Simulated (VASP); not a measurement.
Input of a VASP 6.6.1 run:

INCAR

```
SYSTEM = Al3Cu2
ALGO = Fast ; EDIFF = 1E-7
ENCUT = 520 ; GGA = PS
ISIF = 2 ; ISMEAR = 0
LASPH = .TRUE. ; LCHARG = .FALSE.
LREAL = .FALSE. ; LWAVE = .FALSE.
NBANDS = 24 ; NELM = 100
PREC = Accurate ; SIGMA = 0.1
```

The input KPOINTS:

```
k-points
0
G
  12 12 8
  0 0 0
```

Contents of POSCAR:

```
Al3Cu2
1.0
    4.0166138820      0.0000000000      0.0000000000
   -2.0083069410      3.4784896590      0.0000000000
    0.0000000000      0.0000000000      5.0418860604
Al Cu
3 2
Direct
    0.0000000000      0.0000000000      0.0000000000
    0.3333333333      0.6666666667      0.3512275204
    0.6666666667      0.3333333333      0.6487724796
    0.3333333333      0.6666666667      0.8410920656
    0.6666666667      0.3333333333      0.1589079344
```

Potentials or basis: VASP PAW PBE potentials, release 64 (Al, Cu).

Run with:

```sh
$ cat potpaw_PBE.64/Al/POTCAR potpaw_PBE.64/Cu/POTCAR > POTCAR
$ mpirun -np 1 vasp_std > vasp.out
```

Task: Estimate the largest force.

Result: 0.061 eV/Å.

Task: What does it give for the pressure?

Result: 3.8 GPa.

Stress tensor (GPa, compression positive):
```
 5.92  0.00  0.00
 0.00  5.92  0.00
 0.00  0.00 -0.33
```

Caveat: the cell differs from its parent crystal (biaxial strain in the a-b plane: -2.0 %); the PAW data sets were made with another functional, which shifts forces and pressure a little.
